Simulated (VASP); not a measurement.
A run of VASP 6.6.1 is set up as follows.

File INCAR:

```
  PREC = Accurate
  ENCUT = 520
  EDIFF = 1E-6
  ISMEAR = 0
  SIGMA = 0.01
  LREAL = Auto
  LASPH = T
  NELM = 120
  ALGO = Normal
  ISIF = 2
  LWAVE = F
  LCHARG = F
  GGA = PE
  NBANDS = 243
  GGA_COMPAT = F
```

KPOINTS

```
regular mesh
0
Gamma
  1 1 1
```

Contents of POSCAR:

```
Al31GaO48
1.0
    4.8078835219      2.7758328473      8.7484141895
   -4.8078835219      2.7758328473      8.7484141895
    0.0000000000     -5.5516656895      8.7484141911
Al Ga O
31 1 48
Direct
    0.3244163071      0.3246339274      0.3236879865
    0.0740010696      0.0741945075      0.0732702864
    0.1761569393      0.1763318387      0.1754266314
    0.3238922452      0.3229679991      0.8259612593
    0.4258631435      0.4268178503      0.9257729623
    0.0744516774      0.0740671602      0.5733188697
    0.1756666620      0.1757881655      0.6758675721
    0.3227850981      0.8269001878      0.3231724435
    0.4266702188      0.9267017259      0.4251120903
    0.0738677629      0.5742617064      0.0737022974
    0.1755975811      0.6768178518      0.1749037397
    0.3239040729      0.8240510130      0.8233049253
    0.4259892478      0.9266024473      0.9252487780
    0.0720323911      0.5746001215      0.5740522268
    0.1752998742      0.6766888876      0.6766527460
    0.8267068681      0.3241023360      0.3220395746
    0.9264829056      0.4260714173      0.4259287740
    0.5740630350      0.0746481544      0.0731079127
    0.6765947639      0.1758248907      0.1748900061
    0.8240536686      0.3240842211      0.8231223383
    0.9259314904      0.4262054171      0.9256811158
    0.5747717028      0.0722033898      0.5737129280
    0.6773982118      0.1754804839      0.6757467728
    0.8238534471      0.8242137903      0.3231786256
    0.9263792866      0.9261563709      0.4252776168
    0.5744191605      0.5750344994      0.0712531609
    0.6764765508      0.6776069896      0.1745853101
    0.8239168817      0.8240916102      0.8231884169
    0.9261425729      0.9263321202      0.9254317921
    0.5738704443      0.5740955032      0.5731573956
    0.6759333738      0.6761411238      0.6752137565
    0.4285261614      0.4287050812      0.4277550121
    0.2218905604      0.0285642229      0.3742085954
    0.4719416748      0.1254944649      0.2770111253
    0.0283804844      0.3751182746      0.2211637843
    0.3749339036      0.2221122551      0.0275925348
    0.1252405992      0.2779751983      0.4712443825
    0.2777898051      0.4721569892      0.1245074042
    0.2217675956      0.0284195487      0.8744745977
    0.4718415890      0.1255511410      0.7770042423
    0.0280164523      0.3749486653      0.7214339528
    0.3758226741      0.2167940663      0.5283804647
    0.1244811817      0.2785063669      0.9719806881
    0.2718460553      0.4728604406      0.6318665536
    0.2166080829      0.5293351005      0.3750594856
    0.4726728005      0.6328076080      0.2711259145
    0.0281944746      0.8754311627      0.2210229858
    0.3747420533      0.7223807708      0.0273117595
    0.1253716124      0.7779411724      0.4710938972
    0.2783002001      0.9729311641      0.1237655399
    0.2215949186      0.5287611329      0.8753540830
    0.4718209043      0.6251468900      0.7774437720
    0.0281627535      0.8753924983      0.7212154510
    0.3750029687      0.7215361662      0.5272824404
    0.1248421570      0.7787627387      0.9711991046
    0.2780758470      0.9709449969      0.6246290346
    0.7221350545      0.0281996739      0.3740680928
    0.9726980536      0.1246933158      0.2775861414
    0.5291525602      0.3760410101      0.2158189526
    0.8752043372      0.2219607342      0.0274855713
    0.6326309701      0.2720221714      0.4719013274
    0.7777586842      0.4720400248      0.1246307388
    0.7219693702      0.0283400890      0.8744573254
    0.9719682997      0.1250073714      0.7778452586
    0.5280119375      0.3751917109      0.7205850126
    0.8760951495      0.2217942303      0.5278418715
    0.6254076779      0.2782251211      0.9699636183
    0.7781493347      0.4720191115      0.6242452925
    0.7213598853      0.5281852574      0.3742788500
    0.9707495566      0.6255766828      0.2773029734
    0.5285430872      0.8763193806      0.2208607944
    0.8752034197      0.7221541542      0.0274156200
    0.6249682474      0.7783280815      0.4711083415
    0.7785527899      0.9721441174      0.1241159850
    0.7221928529      0.5284734457      0.8735494099
    0.9703516730      0.6256473437      0.7784042296
    0.5282877615      0.8744626193      0.7214771422
    0.8742940362      0.7223749360      0.5275475792
    0.6254608090      0.7793282027      0.9696331804
    0.7791351774      0.9705518824      0.6247423004
```

Potentials or basis: VASP PAW PBE potentials, release 64 (Al, Ga_d, O).

The run is started by

```sh
$ cat potpaw_PBE.64/Al/POTCAR potpaw_PBE.64/Ga_d/POTCAR potpaw_PBE.64/O/POTCAR > POTCAR
$ mpirun -np 1 vasp_gam > vasp.out
```

Question: Predict the largest force.

Answer: 0.047 eV/Å.

Question: Estimate the band gap on the k mesh.

Answer: 5.68 eV.

Question: Estimate the pressure.

Answer: 0.9 GPa.

Stress tensor (GPa, compression positive):
```
1.09 0.00 0.00
0.00 1.09 0.00
0.00 0.00 0.48
```

Caveat: the k points lie up to 0.79 Å⁻¹ apart.
